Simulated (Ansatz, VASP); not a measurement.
**Two plane-wave programs on CdS**

```
CELL_PARAMETERS angstrom
3.73581 0.00000 0.00000
0.00000 5.28157 0.00000
0.00000 0.00000 3.73549
ATOMIC_POSITIONS crystal
Cd 0.50000 0.50000 0.24303
Cd 0.00000 0.00000 0.75697
S 0.50000 0.00000 0.25516
S 0.00000 0.50000 0.74484
```

Alike in both runs: task single point; functional PBEsol; k mesh 6 × 4 × 6; no spin polarisation.

|  | VASP | Ansatz |
| --- | --- | --- |
| version | VASP 6.6.1 | Ansatz 0.2.0 |
| potentials or method | VASP PAW PBE potentials, release 64 (Cd, S), cutoff 500 eV | plane waves, PAW |
| occupations | gaussian, width 0.01 eV | fixed |
| valence electrons in the cell | 36 | 52 |

```csv
,VASP,Ansatz,Ansatz less VASP
pressure (GPa),7.1,6.3,-0.74
"traceless stress, the component that is largest in VASP (GPa)",-0.08,-0.08,+0.002
```

VASP's potentials were made for PBE, not for PBEsol. VASP's potentials hold 36 valence electrons a cell and Ansatz's 52, so a difference there can come from the potentials and not from the codes.
